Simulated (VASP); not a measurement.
# Ta4N (Pm-3m) in VASP: a series of runs

Runs on Ta4N. Level: PBE. Tasks: single point, relaxation of cell and atoms.

Everything below comes from runs of VASP 6.6.1. Logs are shortened: lines on timing, memory, paths and dates and some standing lists are left out, and cuts for length are marked.

## Step 1: The cell of the first run

Symmetry: Pm-3m, No. 221, cubic system. Conventional cell: a = 4.858 Å, b = 4.858 Å, c = 4.858 Å, α = 90.00°, β = 90.00°, γ = 90.00°. Within 3.2 Å of Ta (site symmetry m-3m) lie 6 Ta at 2.43 Å. Ta (site symmetry 4/mmm) has 2 Ta at 2.43 Å within 3.2 Å. Within 4.5 Å of N (site symmetry m-3m) lie 20 Ta at 3.43 to 4.21 Å.

## Step 2: Single point, PBE

Contents of INCAR:

```
ALGO = Normal
EDIFF = 1E-7
ENCUT = 520
GGA = PE
ISIF = 2
ISMEAR = 0
LASPH = T
LCHARG = T
LELF = T
LREAL = F
LVHAR = T
LWAVE = F
NBANDS = 32
NELM = 80
PREC = Accurate
SIGMA = 0.1
```

Contents of KPOINTS:

```
k-points
0
Gamma
  4 4 4
```

Contents of POSCAR:

```
Ta4N
1.0
    4.8575748415      0.0000000000      0.0000000000
    0.0000000000      4.8575748415      0.0000000000
    0.0000000000      0.0000000000      4.8575748415
Ta N
4 1
Direct
    0.5000000000      0.5000000000      0.5000000000
    0.0000000000      0.5000000000      0.5000000000
    0.5000000000      0.0000000000      0.5000000000
    0.5000000000      0.5000000000      0.0000000000
    0.0000000000      0.0000000000      0.0000000000
```

Potentials or basis: VASP PAW PBE potentials, release 64 (Ta_pv, N).

Started as:

```console
$ cat potpaw_PBE.64/Ta_pv/POTCAR potpaw_PBE.64/N/POTCAR > POTCAR
$ mpirun -np 1 vasp_std > vasp.out
```

OUTCAR:

```text
EDIFF = 1E-7
   ENCUT = 520
   GGA = PE
   ISIF = 2
   ISMEAR = 0
   LASPH = T
   LREAL = F
   NELM = 80
   PREC = Accurate

 ion  position               nearest neighbor table
   1  0.500  0.500  0.500-   2 2.43   3 2.43   4 2.43   4 2.43   3 2.43   2 2.43
   2  0.000  0.500  0.500-   1 2.43   1 2.43   4 3.43   4 3.43   3 3.43   3 3.43   3 3.43   4 3.43
                             4 3.43   3 3.43
   3  0.500  0.000  0.500-   1 2.43   1 2.43   4 3.43   4 3.43   2 3.43   2 3.43   4 3.43   4 3.43
                             2 3.43   2 3.43
   4  0.500  0.500  0.000-   1 2.43   1 2.43   3 3.43   2 3.43   2 3.43   3 3.43   3 3.43   3 3.43
                             2 3.43   2 3.43
   5  0.000  0.000  0.000-

  LATTYP: Found a simple cubic cell.
 ALAT       =     4.8575748415

  Lattice vectors:

 A1 = (   4.8575748415,   0.0000000000,   0.0000000000)
 A2 = (   0.0000000000,   4.8575748415,   0.0000000000)
 A3 = (   0.0000000000,   0.0000000000,   4.8575748415)

Analysis of symmetry for initial positions (statically):
=====================================================================
 Subroutine PRICEL returns:
 Original cell was already a primitive cell.

 Routine SETGRP: Setting up the symmetry group for a
 simple cubic supercell.

 Subroutine GETGRP returns: Found 48 space group operations
 (whereof 48 operations were pure point group operations)
 out of a pool of 48 trial point group operations.

The static configuration has the point symmetry O_h .

Analysis of symmetry for dynamics (positions and initial velocities):
=====================================================================
 Subroutine PRICEL returns:
 Original cell was already a primitive cell.

 Routine SETGRP: Setting up the symmetry group for a
 simple cubic supercell.

 Subroutine GETGRP returns: Found 48 space group operations
 (whereof 48 operations were pure point group operations)
 out of a pool of 48 trial point group operations.

The dynamic configuration has the point symmetry O_h .

 Subroutine INISYM returns: Found 48 space group operations
 (whereof 48 operations are pure point group operations),
 and found     1 'primitive' translations

----------------------------------------------------------------------------------------

                                     Primitive cell

  volume of cell :     114.6195

[... 78 lines left out ...]
   NELM   =     80;   NELMIN=  2; NELMDL= -5     # of ELM steps
   EDIFF  = 0.1E-06   stopping-criterion for ELM
   LREAL  =      F    real-space projection
   EDIFFG = 0.1E-05   stopping-criterion for IOM
   NSW    =      0    number of steps for IOM
   IBRION =     -1    ionic relax: 0-MD 1-quasi-New 2-CG
   NFREE  =      0    steps in history (QN), initial steepest desc. (CG)
   ISIF   =      2    stress and relaxation
   ISYM   =      2    0-nonsym 1-usesym 2-fastsym
   POTIM  = 0.5000    time-step for ionic-motion
   TEBEG  =    0.0;   TEEND  =   0.0 temperature during run
   PSTRESS=    0.0 pullay stress
   NELECT =      49.0000    total number of electrons
   NUPDOWN=      -1.0000    fix difference up-down
   EMIN   =  10.00;   EMAX   =-10.00  energy-range for DOS
   EFERMI =   0.00;   METHOD = LEGACY
   ISMEAR =     0;   SIGMA  =   0.10  broadening in eV -4-tet -1-fermi 0-gaus
   EFERMI_NEDOS =   21; number of points for ismear=-14 and -15
   IALGO  =     38    algorithm
   IMIX   =      4    mixing-type and parameters
     AMIX     =   0.40;   BMIX     =  1.00
     AMIX_MAG =   1.60;   BMIX_MAG =  1.00
  volume/ion in A,a.u.               =      22.92       154.70
  Fermi-wavevector in a.u.,A,eV,Ry     =   1.233258  2.330520 20.693453  1.520926
  Thomas-Fermi vector in A             =   2.367996
   LORBIT       =      0    0 simple, 1 ext, 2 COOP (PROOUT), +10 PAW based schemes
   GGA     = PE    functional components
   LHFCALC =     F    Hartree Fock is set to
   AEXX    =    0.0000 exact exchange contribution
   IVDW    =     0    specifies the selected vdW correction
   LEPSILON=     F    determine dielectric tensor
   LRPA    =     F    only Hartree local field effects (RPA)
 non-spin polarized calculation
 Gauss-broadening in eV      SIGMA  =   0.10
  energy-cutoff  :      520.00
  volume of cell :      114.62
 maximum number of plane-waves:      3136
   NGX = 19   NGY = 19   NGZ = 19

 number of electron      49.0000004 magnetization

 Free energy of the ion-electron system (eV)
  ---------------------------------------------------
  ext. energy  EPLUGINS =         0.00000000
  ---------------------------------------------------
  free energy    TOTEN  =       -41.77137103 eV

  energy without entropy =      -41.73795406  energy(sigma->0) =      -41.75466255

 E-fermi :   2.6150     XC(G=0): -10.4671

 val. band max:        2.5620624801   @ k =   0.2500   0.2500   0.2500
 cond. band min:       2.6241549262   @ k =   0.2500   0.2500   0.0000
 fundamental gap:      0.0620924461
 Fermi energy:         2.6149877972

 k-point     1 :       0.0000    0.0000    0.0000
  band No.  band energies     occupation
      1     -33.1297      2.00000
      2     -33.1297      2.00000
      3     -33.1297      2.00000
      4     -32.2592      2.00000
      5     -32.2592      2.00000
      6     -32.2592      2.00000
[... 339 lines left out ...]
     31       4.4961      0.00000
     32       4.4961      0.00000

------------------------ aborting loop because EDIFF is reached ----------------------------------------

  FORCE on cell =-STRESS in cart. coord.  units (eV):
  Direction    XX          YY          ZZ          XY          YZ          ZX
  --------------------------------------------------------------------------------------
  -------------------------------------------------------------------------------------
  Total        0.2548743      0.2548743      0.2548743      0.0000000      0.0000000     -0.0000000
  in kB        3.5626901      3.5626901      3.5626901      0.0000000      0.0000000     -0.0000000
  external PRESSURE =       3.5626901 kB  Pullay stress =       0.0000000 kB

 VOLUME and BASIS-vectors are now :
 -----------------------------------------------------------------------------
  energy-cutoff  :      520.00
  volume of cell :      114.62
      direct lattice vectors                 reciprocal lattice vectors
     4.857574841  0.000000000  0.000000000     0.205864044  0.000000000  0.000000000
     0.000000000  4.857574841  0.000000000     0.000000000  0.205864044  0.000000000
     0.000000000  0.000000000  4.857574841     0.000000000  0.000000000  0.205864044

 POSITION                                       TOTAL-FORCE (eV/Angst)
 -----------------------------------------------------------------------------------
      2.42879      2.42879      2.42879         0.000000      0.000000      0.000000
      0.00000      2.42879      2.42879         0.000000      0.000000      0.000000
      2.42879      0.00000      2.42879         0.000000      0.000000      0.000000
      2.42879      2.42879      0.00000         0.000000      0.000000      0.000000
      0.00000      0.00000      0.00000         0.000000      0.000000      0.000000
 -----------------------------------------------------------------------------------
    total drift:                                0.000000      0.000000      0.000000

  FREE ENERGIE OF THE ION-ELECTRON SYSTEM (eV)
  ---------------------------------------------------
  free  energy   TOTEN  =       -41.7713710344 eV

  energy  without entropy=      -41.7379540630  energy(sigma->0) =      -41.75466255
```

Run time: 46 s. Hardware: 1 thread of Intel Xeon Platinum 8259CL at 2.50GHz (Skylake/Cascade Lake), shared host; peak memory 0.22 GiB.

What came out:

* Free energy: -41.7714 eV
* Pressure: 0.4 GPa

Levels at points of the mesh, in eV from the Fermi level:
```tsv
k point	band 22	band 23	band 24	band 25	band 26	band 27
(0.00, 0.00, 0.00)	-1.18	-1.18	-1.15	-1.15	1.45	1.45
(0.50, 0.00, 0.00)	-0.87	-0.35	-0.26	-0.26	-0.09	0.90
(0.50, 0.50, 0.00)	-0.74	-0.74	-0.74	0.60	0.82	0.82
(0.50, 0.50, 0.50)	-0.11	-0.11	-0.11	0.39	0.39	0.39
```

Caveat: spin-orbit coupling is left out, which moves the levels of the heavy elements.

## Step 3: Relaxation of cell and atoms, PBE

This run uses another cell than the first one, of 14.44 Å³/atom, 0.630 times its volume.

Contents of INCAR:

```
  PREC = Accurate
  ENCUT = 600
  EDIFF = 1E-6
  ISMEAR = 0
  SIGMA = 0.1
  LREAL = False
  LASPH = True
  NELM = 60
  ALGO = Normal
  ISIF = 3
  LWAVE = False
  LCHARG = False
  GGA = PE
  IBRION = 2
  NSW = 90
  EDIFFG = -0.04
```

Contents of KPOINTS:

```
Automatic mesh
0
Gamma
  4 4 4
```

Edit POSCAR of step 2 so:

```diff
@@ -2,5 +2,5 @@
 1.0
-    4.8575748415      0.0000000000      0.0000000000
-    0.0000000000      4.8575748415      0.0000000000
-    0.0000000000      0.0000000000      4.8575748415
+    4.1636269500      0.0000000000      0.0000000000
+    0.0000000000      4.1636269500      0.0000000000
+    0.0000000000      0.0000000000      4.1636269500
 Ta N
```

Potentials or basis: VASP PAW PBE potentials, release 64 (Ta_pv, N).

Started as:

```console
$ cat potpaw_PBE.64/Ta_pv/POTCAR potpaw_PBE.64/N/POTCAR > POTCAR
$ mpirun -np 1 vasp_std > vasp.out
```

It took 5.4 min on 1 thread of Intel Xeon Platinum 8259CL at 2.50GHz (Skylake/Cascade Lake), shared host; peak memory 0.22 GiB.

It converged, with:

- Free energy: -41.7466 eV
- Relaxed volume: 22.96 Å³/atom
- Relaxed cell: a = 4.860 Å, b = 4.860 Å, c = 4.860 Å, α = 90.00°, β = 90.00°, γ = 90.00°
- Space group after relaxing (to 0.05 Å): Pm-3m (No. 221)
- Energy gained by relaxing: 2239.2 meV/atom
- Ionic steps: 8
- Pressure after relaxing: 0.0 GPa

The path:
```csv
step,energy change (eV),largest force (eV/Å),pressure (GPa),volume (Å³)
1,0.0000,0.0000,129.67,72.18
2,5.4200,0.0000,-16.09,275.94
3,-10.7615,0.0000,-9.47,128.34
4,-11.1027,0.0000,-4.82,120.77
5,-11.1959,0.0000,0.31,114.46
6,-11.1950,0.0000,-0.59,115.44
7,-11.1953,0.0000,0.52,114.22
8,-11.1962,0.0000,-0.01,114.79
```

Final structure:
```
CELL_PARAMETERS angstrom
4.86002 0.00000 0.00000
0.00000 4.86002 0.00000
0.00000 0.00000 4.86002
ATOMIC_POSITIONS crystal
Ta 0.50000 0.50000 0.50000
Ta 0.00000 0.50000 0.50000
Ta 0.50000 0.00000 0.50000
Ta 0.50000 0.50000 0.00000
N 0.00000 0.00000 0.00000
```

Levels at points of the mesh, in eV from the Fermi level:
```csv
k point,band 20,band 21,band 22,band 23,band 24,band 25,band 26,band 27,band 28,band 29
"(0.00, 0.00, 0.00)",-1.45,-1.18,-1.18,-1.18,-1.15,-1.15,1.45,1.45,1.45,3.34
"(0.50, 0.00, 0.00)",-1.89,-0.86,-0.86,-0.35,-0.26,-0.26,-0.09,0.90,1.04,1.27
"(0.50, 0.50, 0.00)",-1.17,-0.93,-0.74,-0.74,-0.74,0.60,0.82,0.82,1.70,1.70
"(0.50, 0.50, 0.50)",-0.55,-0.44,-0.11,-0.11,-0.11,0.39,0.39,0.39,1.44,1.44
```

Caveat: the k points lie up to 0.32 Å⁻¹ apart in the final cell; the volume moved by over 15 % at a fixed basis, so the end points are rough; spin-orbit coupling is left out, which moves the levels of the heavy elements.
